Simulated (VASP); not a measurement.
A run of VASP 6.6.1 is set up as follows.

The input INCAR:

```
PREC     = Accurate       # precision mode
ENCUT    = 520            # plane-wave cutoff, eV
EDIFF    = 1E-6           # SCF threshold, eV
ISMEAR   = 0              # smearing method
SIGMA    = 0.05           # smearing width, eV
LREAL    = F              # projectors in reciprocal space
LASPH    = T              # aspherical terms in the spheres
NELM     = 150            # most SCF steps
ALGO     = Fast           # electronic algorithm
ISIF     = 2              # what is computed and relaxed
LWAVE    = F              # write WAVECAR
LCHARG   = F              # write CHGCAR
ISPIN    = 2              # spin polarisation
MAGMOM   = 0.8            # initial moments
LORBIT   = 11             # projections on sites
LMAXMIX  = 4              # l up to which the mixer works
GGA      = PE             # functional
NBANDS   = 15             # bands
```

File KPOINTS:

```
Automatic mesh
0
Gamma
  22 22 22
```

Contents of POSCAR:

```
Ni
1.0
    0.0000000000      1.7619350000      1.7619350000
    1.7619350000      0.0000000000      1.7619350000
    1.7619350000      1.7619350000      0.0000000000
Ni
1
Direct
    0.0000000000      0.0000000000      0.0000000000
```

Potentials or basis: VASP PAW PBE potentials, release 64 (Ni).

Command:

```bash
$ cat potpaw_PBE.64/Ni/POTCAR > POTCAR
$ mpirun -np 1 vasp_std > vasp.out
```

Q: What does it give for the net moment?

A: 0.65 μB per cell.

Q: What does it give for the site moments?

A: Ni +0.66 μB.
